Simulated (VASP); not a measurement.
Here is a VASP 6.6.1 calculation.

Contents of POSCAR:

```
Sn
1.0
    0.0000000000      3.2333430000      3.2333430000
    3.2333430000      0.0000000000      3.2333430000
    3.2333430000      3.2333430000      0.0000000000
Sn
2
Direct
    0.0000000000      0.0000000000      0.0000000000
    0.2500000000      0.2500000000      0.2500000000
```

Contents of INCAR.step1:

```
SYSTEM = Sn
PREC     = Accurate       ! precision mode
ENCUT    = 550            ! plane-wave cutoff, eV
ISMEAR   = 1              ! smearing method
SIGMA    = 0.1            ! smearing width, eV
LREAL    = .FALSE.        ! projectors in reciprocal space
LASPH    = .TRUE.         ! aspherical terms in the spheres
NELM     = 120            ! most SCF steps
NBANDS   = 21             ! bands
GGA      = PE             ! functional
ALGO     = Normal         ! electronic algorithm
EDIFF    = 1E-5           ! SCF threshold, eV
LWAVE    = .TRUE.         ! write WAVECAR
LCHARG   = .FALSE.        ! write CHGCAR
GGA_COMPAT= .FALSE.
```

The input INCAR.step2:

```
SYSTEM = Sn
PREC     = Accurate       ! precision mode
ENCUT    = 550            ! plane-wave cutoff, eV
EDIFF    = 1E-6           ! SCF threshold, eV
ISMEAR   = 1              ! smearing method
SIGMA    = 0.1            ! smearing width, eV
LREAL    = .FALSE.        ! projectors in reciprocal space
LASPH    = .TRUE.         ! aspherical terms in the spheres
NELM     = 120            ! most SCF steps
ALGO     = Normal         ! electronic algorithm
ISIF     = 2              ! what is computed and relaxed
LWAVE    = .FALSE.        ! write WAVECAR
LCHARG   = .FALSE.        ! write CHGCAR
METAGGA  = R2SCAN         ! meta-GGA
LMIXTAU  = .TRUE.       
NBANDS   = 21             ! bands
ISTART   = 1            
GGA_COMPAT= .FALSE.
```

The input KPOINTS:

```
Automatic mesh
0
G
  4 4 4
  0 0 0
```

Potentials or basis: VASP PAW PBE potentials, release 64 (Sn_d).

Command:

```bash
$ cat potpaw_PBE.64/Sn_d/POTCAR > POTCAR
$ cp INCAR.step1 INCAR
$ mpirun -np 1 vasp_std > vasp.out
$ cp INCAR.step2 INCAR
$ mpirun -np 1 vasp_std > vasp.out
```

(1) What does it give for the pressure?

(2) Estimate the band gap on the k mesh.

Results:

(1) 2.7 GPa.

(2) zero (filled and empty bands touch).

Caveat: the k points lie up to 0.42 Å⁻¹ apart; the PAW data sets were made with another functional, which shifts forces and pressure a little; spin-orbit coupling is left out, which moves the levels of the heavy elements.
